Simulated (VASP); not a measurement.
# Ru5C in VASP: further runs, part 2 of 2

VASP 6.6.1. Earlier steps stand in the parts before.

## Step 3: Single point, LDA

Input file INCAR:

```
SYSTEM = Ru5C
  PREC = Accurate
  ENCUT = 520
  EDIFF = 1E-6
  ISMEAR = 0
  SIGMA = 0.1
  LREAL = .FALSE.
  LASPH = .TRUE.
  NELM = 80
  ALGO = Normal
  ISIF = 2
  LWAVE = .FALSE.
  LCHARG = .FALSE.
  LDIPOL = .TRUE.
  IDIPOL = 3
  DIPOL = 0.5 0.5 0.384
  NBANDS = 46
```

Input file KPOINTS:

```
Automatic mesh
0
G
  12 12 1
  0 0 0
```

Input file POSCAR:

```
Ru5C
1.0
    2.6740588505      0.0000000000      0.0000000000
   -1.3370294252      2.3158028957      0.0000000000
    0.0000000000      0.0000000000     23.8999247755
Ru C
5 1
Direct
    0.6666666667      0.3333333333      0.1673645435
    0.3333333334      0.6666666667      0.2557907839
    0.6666666667      0.3333333333      0.3443582822
    0.3333333334      0.6666666667      0.4334512798
    0.6666666667      0.3333333333      0.5188269374
    0.8333333334      0.6666666667      0.5846549983
```

Potentials or basis: VASP PAW LDA potentials, release 64 (Ru_pv, C).

Command:

```console
> cat potpaw_LDA.64/Ru_pv/POTCAR potpaw_LDA.64/C/POTCAR > POTCAR
> mpirun -np 1 vasp_std > vasp.out
```

OUTCAR:

```text
SYSTEM = Ru5C
   PREC = Accurate
   ENCUT = 520
   EDIFF = 1E-6
   ISMEAR = 0
   LREAL = .FALSE.
   LASPH = .TRUE.
   NELM = 80
   ISIF = 2

 ion  position               nearest neighbor table
   1  0.667  0.333  0.167-   2 2.62   2 2.62   2 2.62
   2  0.333  0.667  0.256-   1 2.62   1 2.62   1 2.62   3 2.62   3 2.62   3 2.62
   3  0.667  0.333  0.344-   2 2.62   2 2.62   2 2.62   4 2.63   4 2.63   4 2.63
   4  0.333  0.667  0.433-   5 2.56   5 2.56   5 2.56   3 2.63   3 2.63   3 2.63
   5  0.667  0.333  0.519-   6 1.75   4 2.56   4 2.56   4 2.56   6 2.58   6 2.58
   6  0.833  0.667  0.585-   5 1.75   5 2.58   5 2.58

[... 1389 lines left out ...]
  Total        0.2197473      0.9605952      2.2652207      0.0000000      2.7533086      0.0000000
  in kB        2.3788385     10.3987681     24.5217814      0.0000000     29.8054986      0.0000000
  external PRESSURE =      12.4331293 kB  Pullay stress =       0.0000000 kB

 VOLUME and BASIS-vectors are now :
 -----------------------------------------------------------------------------
  energy-cutoff  :      520.00
  volume of cell :      148.00
      direct lattice vectors                 reciprocal lattice vectors
     2.674058850  0.000000000  0.000000000     0.373963348  0.215907840  0.000000000
    -1.337029425  2.315802896  0.000000000     0.000000000  0.431815679  0.000000000
     0.000000000  0.000000000 23.899924776     0.000000000  0.000000000  0.041841136

 POSITION                                       TOTAL-FORCE (eV/Angst)
 -----------------------------------------------------------------------------------
      1.33703      0.77193      4.00000        -0.000000     -0.016109      0.716138
      0.00000      1.54387      6.11338        -0.000000     -0.058457     -0.494647
      1.33703      0.77193      8.23014         0.000000      0.012423     -0.115497
      0.00000      1.54387     10.35945        -0.000000     -0.448673     -2.129833
      1.33703      0.77193     12.39992        -0.000000     -0.371054      1.763200
      1.33703      1.54387     13.97321         0.000000      0.881871      0.260639
 -----------------------------------------------------------------------------------
    total drift:                               -0.000000      0.000044      0.000192

  FREE ENERGIE OF THE ION-ELECTRON SYSTEM (eV)
  ---------------------------------------------------
  free  energy   TOTEN  =       -57.9392102499 eV

  energy  without entropy=      -57.9142101493  energy(sigma->0) =      -57.92671020

 vacuum level on the upper side and lower side of the slab        10.032         8.386
```

OSZICAR:

```text
N       E                     dE             d eps       ncg     rms          rms(c)
DAV:   1     0.834541291971E+03    0.83454E+03   -0.46345E+04  4572   0.159E+03
DAV:   2    -0.321536427536E+02   -0.86669E+03   -0.83902E+03  4254   0.487E+02
DAV:   3    -0.613429671055E+02   -0.29189E+02   -0.27772E+02  4870   0.886E+01
[... 27 lines left out ...]
DAV:  31    -0.579391967406E+02   -0.18606E-04   -0.43903E-06  3622   0.119E-02    0.584E-03
DAV:  32    -0.579392043403E+02   -0.75998E-05   -0.71418E-07  2396   0.446E-03    0.624E-03
DAV:  33    -0.579392066842E+02   -0.23438E-05   -0.26662E-07  2228   0.269E-03    0.456E-03
DAV:  34    -0.579392099085E+02   -0.32244E-05   -0.60665E-07  2608   0.439E-03    0.230E-03
DAV:  35    -0.579392102499E+02   -0.34139E-06   -0.10625E-07  2068   0.168E-03
   1 F= -.57939210E+02 E0= -.57926710E+02  d E =-.250001E-01
```

Wall time 5.3 min (1 thread of Intel Xeon 6975P-C (Granite Rapids), shared host); peak memory 0.35 GiB.

Results:

```
Free energy            : -57.9392 eV
Largest force          : 2.177 eV/Å
Band gap on the k mesh : zero (bands 37 and 38 overlap by 2.78 eV)
```

Forces in eV/Å, atoms in the order of the input:
```
Ru   0.000 -0.016  0.716
Ru   0.000 -0.058 -0.495
Ru   0.000  0.012 -0.115
Ru   0.000 -0.449 -2.130
Ru   0.000 -0.371  1.763
C    0.000  0.882  0.261
```

## Step 4: Single point, LDA

Input file INCAR:

```
SYSTEM = Ru5C
PREC     = Accurate       ! precision mode
ENCUT    = 520            ! plane-wave cutoff, eV
EDIFF    = 1E-6           ! SCF threshold, eV
ISMEAR   = 0              ! smearing method
SIGMA    = 0.1            ! smearing width, eV
LREAL    = .FALSE.        ! projectors in reciprocal space
LASPH    = .TRUE.         ! aspherical terms in the spheres
NELM     = 80             ! most SCF steps
ALGO     = Normal         ! electronic algorithm
ISIF     = 2              ! what is computed and relaxed
LWAVE    = .FALSE.        ! write WAVECAR
LCHARG   = .FALSE.        ! write CHGCAR
LDIPOL   = .TRUE.       
IDIPOL   = 3            
DIPOL    = 0.5 0.5 0.384
NBANDS   = 46             ! bands
```

Input file KPOINTS:

```
regular mesh
0
G
  12 12 1
  0 0 0
```

Input file POSCAR:

```
Ru5C
1.0
    2.6740588505      0.0000000000      0.0000000000
   -1.3370294252      2.3158028957      0.0000000000
    0.0000000000      0.0000000000     23.8999247755
Ru C
5 1
Direct
    0.6666666667      0.3333333333      0.1673645435
    0.3333333333      0.6666666666      0.2557907839
    0.6666666667      0.3333333333      0.3443582822
    0.3333333333      0.6666666666      0.4334512798
    0.6666666667      0.3333333333      0.5188269374
    1.0000000000      0.5000000000      0.5848998114
```

Command:

```console
> cat potpaw_LDA.64/Ru_pv/POTCAR potpaw_LDA.64/C/POTCAR > POTCAR
> mpirun -np 1 vasp_std > vasp.out
```

Run time: 5.1 min. Hardware: 1 thread of Intel Xeon 6975P-C (Granite Rapids), shared host; peak memory 0.36 GiB.

The run converged. Its results:

| Item | Value |
| --- | --- |
| Free energy | -57.9157 eV |
| Largest force | 2.038 eV/Å |
| Band gap on the k mesh | zero (bands 37 and 38 overlap by 2.69 eV) |

Forces on the atoms (eV/Å):
```
Ru  -0.031 -0.018  0.727
Ru   0.006  0.003 -0.452
Ru   0.035  0.020 -0.241
Ru  -0.223 -0.128 -2.022
Ru  -0.674 -0.389  1.741
C    0.888  0.512  0.247
```

Levels at points of the mesh, in eV from the Fermi level:
| k point | band 32 | band 33 | band 34 | band 35 | band 36 | band 37 | band 38 | band 39 | band 40 | band 41 |
| --- | --- | --- | --- | --- | --- | --- | --- | --- | --- | --- |
| (0.00, 0.00, 0.00) | -2.42 | -2.04 | -2.04 | -1.98 | -1.13 | -1.04 | -0.63 | -0.44 | 0.11 | 0.32 |
| (0.50, 0.00, 0.00) | -0.98 | -0.44 | 0.11 | 0.59 | 1.35 | 1.40 | 1.42 | 1.56 | 1.77 | 1.90 |
| (0.00, 0.50, 0.00) | -0.96 | -0.24 | 0.02 | 0.61 | 1.25 | 1.54 | 1.62 | 1.70 | 1.77 | 1.92 |

## Step 5: Overview

```tsv
cell	gap on the mesh (eV)	largest force (eV/Å)
a = 2.674, b = 2.674, c = 23.900 Å, angles 90.0, 90.0, 120.0°, 6 atoms, atomic positions A	none	2.54
a = 2.674, b = 2.674, c = 23.900 Å, angles 90.0, 90.0, 120.0°, 6 atoms, atomic positions B	none	2.18
a = 2.674, b = 2.674, c = 23.900 Å, angles 90.0, 90.0, 120.0°, 6 atoms, atomic positions C	none	2.04
```

Alike in all rows: task single point; level LDA; potentials or basis VASP PAW LDA potentials, release 64 (Ru_pv, C); no spin polarisation; k mesh 12 × 12 × 1; cutoff (eV) 520; smearing gaussian 0.1 eV.

Absolute energies hang on the potentials; compare differences alone.
